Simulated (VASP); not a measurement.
A run of VASP 6.6.1 is set up as follows.

Contents of INCAR:

```
PREC     = Accurate       # precision mode
ENCUT    = 520            # plane-wave cutoff, eV
EDIFF    = 1E-6           # SCF threshold, eV
ISMEAR   = 0              # smearing method
SIGMA    = 0.15           # smearing width, eV
LREAL    = False          # projectors in reciprocal space
LASPH    = True           # aspherical terms in the spheres
NELM     = 80             # most SCF steps
ALGO     = Fast           # electronic algorithm
ISIF     = 2              # what is computed and relaxed
LWAVE    = False          # write WAVECAR
LCHARG   = False          # write CHGCAR
GGA      = PS             # functional
IVDW     = 12             # dispersion correction
NBANDS   = 21             # bands
```

File KPOINTS:

```
Automatic mesh
0
Gamma
  18 18 10
```

Contents of POSCAR:

```
Ge
1.0
    1.4880529250     -2.5946896100      0.0000000000
    1.4880529250      2.5946896100      0.0000000000
    0.0000000000      0.0000000000      4.7275957900
Ge
2
Direct
    0.7121537847      0.5016813862      0.2500000000
    0.3334466300      0.6665533700      0.7500000000
```

Potentials or basis: VASP PAW PBE potentials, release 64 (Ge_d).

Run with:

```console
$ cat potpaw_PBE.64/Ge_d/POTCAR > POTCAR
$ mpirun -np 1 vasp_std > vasp.out
```

**Question.** Predict the dispersion energy per atom.

**Answer.** -0.339 eV.

**Question.** Predict the pressure.

**Answer.** -2.3 GPa.

**Question.** What does it give for the band gap on the k mesh?

**Answer.** Zero (bands 14 and 15 overlap by 9.20 eV).

Forces on the atoms (eV/Å):
```
Ge  -0.029  0.006  0.000
Ge   0.029 -0.006  0.000
```

Caveat: the cell differs from its parent crystal (atom 1 (Ge) moved by (+0.450, +0.000) A along [1 1 0] and z); the PAW data sets were made with another functional, which shifts forces and pressure a little.
